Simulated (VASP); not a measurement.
# SnO (P4/nmm) in VASP: further runs

Runs on SnO. Level: PBEsol. Tasks: single point.

Everything below comes from runs of VASP 6.6.1. Logs are shortened: lines on timing, memory, paths and dates and some standing lists are left out, and cuts for length are marked.

## (1) The cell of the first run

The structure is tetragonal, space group P4/nmm (No. 129). Conventional cell: a = 3.804 Å, b = 3.804 Å, c = 4.869 Å, α = 90.00°, β = 90.00°, γ = 90.00°. Within 3.0 Å of Sn (site symmetry 4mm) lie 4 O at 2.24 Å. Within 3.0 Å of O (site symmetry -4m2) lie 4 Sn at 2.24 Å and 4 O at 2.69 Å.

## (2) Single point, PBEsol

INCAR

```
SYSTEM = SnO
PREC     = Accurate       ! precision mode
ENCUT    = 520            ! plane-wave cutoff, eV
EDIFF    = 1E-6           ! SCF threshold, eV
ISMEAR   = 0              ! smearing method
SIGMA    = 0.15           ! smearing width, eV
LREAL    = .FALSE.        ! projectors in reciprocal space
LASPH    = .TRUE.         ! aspherical terms in the spheres
NELM     = 60             ! most SCF steps
ALGO     = Normal         ! electronic algorithm
ISIF     = 2              ! what is computed and relaxed
LWAVE    = .FALSE.        ! write WAVECAR
LCHARG   = .FALSE.        ! write CHGCAR
GGA      = PS             ! functional
NBANDS   = 28             ! bands
```

KPOINTS

```
Automatic mesh
0
G
  10 10 8
  0 0 0
```

POSCAR

```
SnO
1.0
    3.8042540618      0.0000000000      0.0000000000
    0.0000000000      3.8042540618      0.0000000000
    0.0000000000      0.0000000000      4.8693000000
Sn O
2 2
Direct
    0.0000000000      0.5000000000      0.2424656060
    0.5000000000      0.0000000000      0.7575343940
    0.0000000000      0.0000000000      0.0000000000
    0.5000000000      0.5000000000      0.0000000000
```

Potentials or basis: VASP PAW PBE potentials, release 64 (Sn_d, O).

Run with:

```
$ cat potpaw_PBE.64/Sn_d/POTCAR potpaw_PBE.64/O/POTCAR > POTCAR
$ mpirun -np 1 vasp_std > vasp.out
```

OUTCAR:

```text
SYSTEM = SnO
   PREC = Accurate
   ENCUT = 520
   EDIFF = 1E-6
   ISMEAR = 0
   LREAL = .FALSE.
   LASPH = .TRUE.
   NELM = 60
   ISIF = 2
   GGA = PS

 ion  position               nearest neighbor table
   1  0.000  0.500  0.242-   3 2.24   4 2.24   3 2.24   4 2.24   2 3.58   2 3.58   2 3.58   2 3.58
                             2 3.68   2 3.68   2 3.68   2 3.68
   2  0.500  0.000  0.758-   3 2.24   4 2.24   4 2.24   3 2.24   1 3.58   1 3.58   1 3.58   1 3.58
                             1 3.68   1 3.68   1 3.68   1 3.68
   3  0.000  0.000  0.000-   1 2.24   2 2.24   1 2.24   2 2.24
   4  0.500  0.500  0.000-   1 2.24   2 2.24   2 2.24   1 2.24

  LATTYP: Found a simple tetragonal cell.
 ALAT       =     3.8042540618
 C/A-ratio  =     1.2799618324

  Lattice vectors:

 A1 = (   3.8042540618,   0.0000000000,   0.0000000000)
 A2 = (   0.0000000000,   3.8042540618,   0.0000000000)
 A3 = (   0.0000000000,   0.0000000000,   4.8693000000)

Analysis of symmetry for initial positions (statically):
=====================================================================
 Subroutine PRICEL returns:
 Original cell was already a primitive cell.

 Routine SETGRP: Setting up the symmetry group for a
 simple tetragonal supercell.

 Subroutine GETGRP returns: Found 16 space group operations
 (whereof  8 operations were pure point group operations)
 out of a pool of 16 trial point group operations.

The static configuration has the point symmetry D_2d.
 The point group associated with its full space group is D_4h.

Analysis of symmetry for dynamics (positions and initial velocities):
=====================================================================
 Subroutine PRICEL returns:
 Original cell was already a primitive cell.

 Routine SETGRP: Setting up the symmetry group for a
 simple tetragonal supercell.

 Subroutine GETGRP returns: Found 16 space group operations
 (whereof  8 operations were pure point group operations)
 out of a pool of 16 trial point group operations.

The dynamic configuration has the point symmetry D_2d.
 The point group associated with its full space group is D_4h.

 Subroutine INISYM returns: Found 16 space group operations
 (whereof  8 operations are pure point group operations),
 and found     1 'primitive' translations

----------------------------------------------------------------------------------------

[... 95 lines left out ...]
   NELM   =     60;   NELMIN=  2; NELMDL= -5     # of ELM steps
   EDIFF  = 0.1E-05   stopping-criterion for ELM
   LREAL  =      F    real-space projection
   EDIFFG = 0.1E-04   stopping-criterion for IOM
   NSW    =      0    number of steps for IOM
   IBRION =     -1    ionic relax: 0-MD 1-quasi-New 2-CG
   NFREE  =      0    steps in history (QN), initial steepest desc. (CG)
   ISIF   =      2    stress and relaxation
   ISYM   =      2    0-nonsym 1-usesym 2-fastsym
   POTIM  = 0.5000    time-step for ionic-motion
   TEBEG  =    0.0;   TEEND  =   0.0 temperature during run
   PSTRESS=    0.0 pullay stress
   NELECT =      40.0000    total number of electrons
   NUPDOWN=      -1.0000    fix difference up-down
   EMIN   =  10.00;   EMAX   =-10.00  energy-range for DOS
   EFERMI =   0.00;   METHOD = LEGACY
   ISMEAR =     0;   SIGMA  =   0.15  broadening in eV -4-tet -1-fermi 0-gaus
   EFERMI_NEDOS =   21; number of points for ismear=-14 and -15
   IALGO  =     38    algorithm
   IMIX   =      4    mixing-type and parameters
     AMIX     =   0.40;   BMIX     =  1.00
     AMIX_MAG =   1.60;   BMIX_MAG =  1.00
  volume/ion in A,a.u.               =      17.62       118.89
  Fermi-wavevector in a.u.,A,eV,Ry     =   1.355480  2.561485 24.998322  1.837325
  Thomas-Fermi vector in A             =   2.482564
   LORBIT       =      0    0 simple, 1 ext, 2 COOP (PROOUT), +10 PAW based schemes
   GGA     = PS    functional components
   LHFCALC =     F    Hartree Fock is set to
   AEXX    =    0.0000 exact exchange contribution
   IVDW    =     0    specifies the selected vdW correction
   LEPSILON=     F    determine dielectric tensor
   LRPA    =     F    only Hartree local field effects (RPA)
 non-spin polarized calculation
 Gauss-broadening in eV      SIGMA  =   0.15
  energy-cutoff  :      520.00
  volume of cell :       70.47
 maximum number of plane-waves:      1920
   NGX = 15   NGY = 15   NGZ = 19

 number of electron      39.9999991 magnetization

 Free energy of the ion-electron system (eV)
  ---------------------------------------------------
  ext. energy  EPLUGINS =         0.00000000
  ---------------------------------------------------
  free energy    TOTEN  =       -24.20446771 eV

  energy without entropy =      -24.20288924  energy(sigma->0) =      -24.20367848

 E-fermi :   7.0078     XC(G=0): -10.4679

 val. band max:        6.9603726575   @ k =   0.0000   0.0000   0.0000
 cond. band min:       7.0765771417   @ k =   0.5000   0.5000   0.1250
 fundamental gap:      0.1162044843
 Fermi energy:         7.0078100248

 k-point     1 :       0.0000    0.0000    0.0000
  band No.  band energies     occupation
      1     -14.9333      2.00000
      2     -14.5381      2.00000
      3     -14.5338      2.00000
      4     -14.5338      2.00000
      5     -14.4932      2.00000
      6     -14.4820      2.00000
[... 733 lines left out ...]
     27      13.9759      0.00000
     28      16.3451      0.00000

 [... further k-points ...]

------------------------ aborting loop because EDIFF is reached ----------------------------------------

  FORCE on cell =-STRESS in cart. coord.  units (eV):
  Direction    XX          YY          ZZ          XY          YZ          ZX
  --------------------------------------------------------------------------------------
  -------------------------------------------------------------------------------------
  Total       -0.5398963     -0.5398963     -1.1526448      0.0000000      0.0000000      0.0000000
  in kB      -12.2748260    -12.2748260    -26.2059877      0.0000000      0.0000000      0.0000000
  external PRESSURE =     -16.9185466 kB  Pullay stress =       0.0000000 kB

 VOLUME and BASIS-vectors are now :
 -----------------------------------------------------------------------------
  energy-cutoff  :      520.00
  volume of cell :       70.47
      direct lattice vectors                 reciprocal lattice vectors
     3.804254062  0.000000000  0.000000000     0.262863622  0.000000000  0.000000000
     0.000000000  3.804254062  0.000000000     0.000000000  0.262863622  0.000000000
     0.000000000  0.000000000  4.869300000     0.000000000  0.000000000  0.205368328

 POSITION                                       TOTAL-FORCE (eV/Angst)
 -----------------------------------------------------------------------------------
      0.00000      1.90213      1.18064         0.000000      0.000000     -0.350689
      1.90213      0.00000      3.68866        -0.000000      0.000000      0.350689
      0.00000      0.00000      0.00000        -0.000000     -0.000000      0.000000
      1.90213      1.90213      0.00000         0.000000      0.000000      0.000000
 -----------------------------------------------------------------------------------
    total drift:                                0.000000      0.000000      0.000000

  FREE ENERGIE OF THE ION-ELECTRON SYSTEM (eV)
  ---------------------------------------------------
  free  energy   TOTEN  =       -24.2044677062 eV

  energy  without entropy=      -24.2028892440  energy(sigma->0) =      -24.20367848
```

OSZICAR:

```text
N       E                     dE             d eps       ncg     rms          rms(c)
DAV:   1     0.415353701296E+03    0.41535E+03   -0.19847E+04  6076   0.218E+03
DAV:   2     0.368383451671E+02   -0.37852E+03   -0.36332E+03  6052   0.540E+02
DAV:   3    -0.244364891502E+02   -0.61275E+02   -0.59959E+02  6776   0.181E+02
DAV:   4    -0.274192541448E+02   -0.29828E+01   -0.29673E+01  6692   0.424E+01
DAV:   5    -0.274886788788E+02   -0.69425E-01   -0.69417E-01  6384   0.705E+00    0.108E+01
DAV:   6    -0.242819346170E+02    0.32067E+01   -0.14752E+01  9496   0.437E+01    0.488E+00
DAV:   7    -0.242408960940E+02    0.41039E-01   -0.18657E+00  6868   0.816E+00    0.242E+00
DAV:   8    -0.242142255756E+02    0.26671E-01   -0.29071E-01  6824   0.342E+00    0.753E-01
DAV:   9    -0.242038151697E+02    0.10410E-01   -0.42221E-02  9592   0.214E+00    0.218E-01
DAV:  10    -0.242048053786E+02   -0.99021E-03   -0.65346E-03  8128   0.772E-01    0.134E-01
DAV:  11    -0.242044521194E+02    0.35326E-03   -0.18615E-03  9076   0.399E-01    0.220E-02
DAV:  12    -0.242044716089E+02   -0.19490E-04   -0.21251E-04  6024   0.915E-02    0.253E-02
DAV:  13    -0.242044681482E+02    0.34607E-05   -0.18607E-05  6840   0.275E-02    0.423E-03
DAV:  14    -0.242044677062E+02    0.44202E-06   -0.17018E-06  4396   0.122E-02
   1 F= -.24204468E+02 E0= -.24203678E+02  d E =-.157846E-02
```

Wall time 3.4 min (1 thread of Intel Xeon 8259CL, shared host); peak memory 0.29 GiB.

Results:

| Property | Result |
| --- | --- |
| Free energy | -24.2045 eV |
| Pressure | -1.7 GPa |
| Largest force | 0.351 eV/Å |
| Band gap on the k mesh | zero (bands 20 and 21 overlap by 0.12 eV) |

Forces in eV/Å, atoms in the order of the input:
```
Sn   0.000  0.000 -0.351
Sn   0.000  0.000  0.351
O    0.000  0.000  0.000
O    0.000  0.000  0.000
```

Stress tensor (GPa, compression positive):
```
-1.23  0.00  0.00
 0.00 -1.23  0.00
 0.00  0.00 -2.62
```

Levels at points of the mesh, in eV from the Fermi level:
```
           k point  band 16  band 17  band 18  band 19  band 20  band 21  band 22  band 23  band 24  band 25
(0.00, 0.00, 0.00)    -6.22    -3.49    -3.09    -3.09    -0.05     2.01     4.30     4.46     4.46     5.53
(0.50, 0.00, 0.00)    -5.04    -4.78    -4.78    -2.86    -2.86     3.01     3.01     5.71     5.71     5.94
(0.50, 0.50, 0.00)    -5.16    -2.43    -2.43    -2.04    -2.04    -0.17    -0.17     4.18     4.18     7.01
(0.00, 0.00, 0.50)    -3.56    -3.26    -3.11    -3.11    -2.37     1.65     2.75     2.75     3.59     7.71
(0.50, 0.00, 0.50)    -5.48    -4.75    -4.75    -1.85    -1.85     2.41     2.41     5.23     5.23     6.56
(0.50, 0.50, 0.50)    -5.64    -2.84    -2.84    -2.43    -2.43     2.12     2.12     3.85     3.85     5.47
```

Caveat: semilocal functionals underestimate gaps, so a narrow gap can read as zero; the PAW data sets were made with another functional, which shifts forces and pressure a little; spin-orbit coupling is left out, which moves the levels of the heavy elements.

(Continued in part 2 of 2.)
